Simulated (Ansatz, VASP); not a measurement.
## K3Br in VASP and in Ansatz

```xyz
4
Lattice="5.1479 0.0000 0.0000 0.0000 5.1479 0.0000 0.0000 0.0000 5.1479" Properties=species:S:1:pos:R:3 pbc="T T T"
K     0.0000    2.5739    2.5739
K     2.5739    0.0000    2.5739
K     2.5739    2.5739    0.0000
Br    0.0000    0.0000    0.0000
```

Alike in both runs: task relaxation of cell and atoms; functional r2SCAN; k mesh 4 × 4 × 4; occupations gaussian, width 0.1 eV; no spin polarisation.

|  | VASP | Ansatz |
| --- | --- | --- |
| version | VASP 6.6.1 | Ansatz 0.2.0 |
| potentials or method | VASP PAW PBE potentials, release 64 (K_sv, Br), cutoff 600 eV | scalar-relativistic, plane waves, PAW |
| valence electrons in the cell | 34 | 34 |

VASP gave:

* gap on the k mesh at the Fermi level, each at its own relaxed structure (eV): none
* relaxed volume (Å³/atom): 51.09
* relaxed cell length with the largest relative difference (Å): 5.890

**Question.** Estimate Ansatz's values.

**Answer.** gap on the k mesh at the Fermi level, each at its own relaxed structure (eV): none; relaxed volume (Å³/atom): 49.21; relaxed cell length with the largest relative difference (Å): 5.817.

VASP's potentials were made for PBE, not for r2SCAN. A gap of «none» marks a metal or a gap that the smearing closes.

Noted on VASP's run: the volume moved by over 15 % at a fixed basis, so the end points are rough.
